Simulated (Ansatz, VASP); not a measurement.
**Two plane-wave programs on Tl**

POSCAR

```
Tl
1.0
    1.8799530000      3.2561700000      0.0000000000
   -1.8799530000      3.2561700000      0.0000000000
    0.0000000000      0.0000000000      5.9038240000
Tl
2
Direct
    0.3333300000      0.3333400000      0.2500000000
    0.6666600000      0.6666700000      0.7500000000
```

INCAR.step1

```
PREC = Accurate
ENCUT = 520
ISMEAR = -5
SIGMA = 0.1
LREAL = F
LASPH = T
NELM = 60
NBANDS = 20
GGA = PE
ALGO = Normal
EDIFF = 1E-4
LWAVE = T
LCHARG = F
```

Contents of INCAR.step2:

```
PREC = Accurate
ENCUT = 520
EDIFF = 1E-6
ISMEAR = -5
SIGMA = 0.1
LREAL = F
LASPH = T
NELM = 60
ALGO = Normal
ISIF = 2
LWAVE = F
LCHARG = T
METAGGA = R2SCAN
LMIXTAU = T
LELF = T
LVHAR = T
NBANDS = 20
ISTART = 1
```

File KPOINTS:

```
Automatic mesh
0
Gamma
  6 6 3
```

Input for Ansatz:

```yaml
crystal:
  lattice:
    - [1.879953, 3.25617, 0.0]
    - [-1.879953, 3.25617, 0.0]
    - [0.0, 0.0, 5.903824]
  atoms:
    - { symbol: Tl, position: [0.33333, 0.33334, 0.25] }
    - { symbol: Tl, position: [0.66666, 0.66667, 0.75] }
  symmetry: { tolerance: 0.0003 }
kpoints:
  mp_grid: { grid: [6, 6, 3], shift: [0, 0, 0] }
magnetization:
  spin_polarized: false
scf:
  occupations: { method: tetrahedron }
  convergence: { dr2_threshold: 1.0e-11 }
hamiltonian:
  pseudopotentials: { kind: paw }
  xc: r2scan
basis:
  ecutwfc: 500
  ecutrho_ratio: 8
output:
  forces: true
  stress: true
  eigenvalues: true
```

Alike in both runs: task single point; functional r2SCAN; k mesh 6 × 6 × 3; occupations tetrahedron; no spin polarisation.

|  | VASP | Ansatz |
| --- | --- | --- |
| version | VASP 6.6.1 | Ansatz 0.2.0 |
| potentials or method | VASP PAW PBE potentials, release 64 (Tl_d), cutoff 520 eV | PAW plane waves |
| valence electrons in the cell | 26 | 26 |

VASP gave:

- gap on the k mesh at the Fermi level (eV): none
- pressure (GPa): -3.6
- traceless stress, the component that is largest in VASP (GPa): 0.34
- rms of the force components (eV/Å): 0.010

Question: Estimate Ansatz's values.

Answer: gap on the k mesh at the Fermi level (eV): none; pressure (GPa): -3.5; traceless stress, the component that is largest in VASP (GPa): 0.21; rms of the force components (eV/Å): 0.000.

VASP's potentials were made for PBE, not for r2SCAN. Atom by atom the forces differ by 0.010 eV/Å (rms over components). A gap of «none» marks a metal or a gap that the smearing closes. Ansatz's warnings: band table not solved further, structure snapped to symmetry, tetrahedron derivatives may miss energy slope.

Neither program's run includes spin-orbit coupling.
